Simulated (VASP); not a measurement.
Write the native input for VASP 6.6.1 that does the following.

```yaml
Task: single point
Functional: PBE
Potentials_or_basis: VASP PAW PBE potentials, release 64 (Ba_sv, Ti_sv, O_h)
Cutoff: 1340 eV
k_mesh: 8 × 8 × 8
Occupations: gaussian, width 0.05 eV
Spin: no spin polarisation
Dipole_correction: no
Further_INCAR_settings: ALGO = Normal; EDIFF = 1e-06; NBANDS = 28
```

The structure of BaTiO3 lies in POSCAR:

```
BaTiO3
1.0
    4.0192318615      0.0000000000      0.0000000000
    0.0000000000      4.0192318615      0.0000000000
    0.0000000000      0.0000000000      4.3408238260
Ba Ti O
1 1 3
Direct
    0.0000000000      0.0000000000      0.0000000000
    0.5000000000      0.5000000000      0.5000000000
    0.5000000000      0.5000000000      0.0000000000
    0.5000000000      0.0000000000      0.5000000000
    0.0000000000      0.5000000000      0.5000000000
```

This cell differs from its parent crystal: strain +0.000 along x and y, +0.080 along z.

One way to write it, as run:

INCAR

```
SYSTEM = BaTiO3
ALGO = Normal
EDIFF = 1E-6
ENCUT = 1340
GGA = PE
GGA_COMPAT = .False.
ISIF = 2
ISMEAR = 0
LASPH = .True.
LCHARG = .False.
LREAL = .False.
LWAVE = .False.
NBANDS = 28
NELM = 120
PREC = Accurate
SIGMA = 0.05
```

KPOINTS

```
k-points
0
Gamma
  8 8 8
  0 0 0
```

Potentials or basis: VASP PAW PBE potentials, release 64 (Ba_sv, Ti_sv, O_h).

Run with:

```bash
$ cat potpaw_PBE.64/Ba_sv/POTCAR potpaw_PBE.64/Ti_sv/POTCAR potpaw_PBE.64/O_h/POTCAR > POTCAR
$ mpirun -np 1 vasp_std > vasp.out
```

It gave:

```yaml
Pressure: -8.3 GPa
Band_gap_on_the_k_mesh: 1.45 eV (least direct gap 1.72 eV)
```

Caveat: the cell differs from its parent crystal (strain +0.000 along x and y, +0.080 along z); the stress differs along the axes, from -14 to -5 GPa; spin-orbit coupling is left out, which moves the levels of the heavy elements.

It took 13 min on 1 thread of Intel(R) Xeon(R) Platinum 8259CL CPU @ 2.50GHz (Skylake/Cascade Lake), on a shared host, peak memory 0.77 GiB.
